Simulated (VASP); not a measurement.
Input of a VASP 6.6.1 run:

INCAR

```
PREC     = Accurate       # precision mode
ENCUT    = 520            # plane-wave cutoff, eV
EDIFF    = 1E-6           # SCF threshold, eV
ISMEAR   = 1              # smearing method
SIGMA    = 0.1            # smearing width, eV
LREAL    = False          # projectors in reciprocal space
LASPH    = True           # aspherical terms in the spheres
NELM     = 150            # most SCF steps
ALGO     = Normal         # electronic algorithm
ISIF     = 2              # what is computed and relaxed
LWAVE    = False          # write WAVECAR
LCHARG   = False          # write CHGCAR
ISPIN    = 2              # spin polarisation
MAGMOM   = 2.5 0          # initial moments
LORBIT   = 11             # projections on sites
LMAXMIX  = 4              # l up to which the mixer works
LDAU     = True           # DFT+U
LDAUTYPE = 2            
LDAUL    = 2 -1           # shell
LDAUU    = 6 0            # U, eV
LDAUJ    = 0 0          
LDAUPRINT= 1            
GGA      = PE             # functional
NBANDS   = 19             # bands
```

File KPOINTS:

```
regular mesh
0
Gamma
  6 6 4
```

The input POSCAR:

```
CoBr
1.0
    3.4979560000      0.0000000000      0.0000000000
   -1.7489780000      3.0293190000      0.0000000000
    0.0000000000      0.0000000000      4.5020260000
Co Br
1 1
Direct
    0.0000000000      0.0000000000      0.0000000000
    0.0000000000      0.0000000000      0.5000000000
```

Potentials or basis: VASP PAW PBE potentials, release 64 (Co, Br).

Launch:

```bash
$ cat potpaw_PBE.64/Co/POTCAR potpaw_PBE.64/Br/POTCAR > POTCAR
$ mpirun -np 1 vasp_std > vasp.out
```

(1) Estimate the site moments.

(2) Predict the pressure.

## Answers

(1) Co +1.96; Br +0.02 μB.

(2) 7.4 GPa.
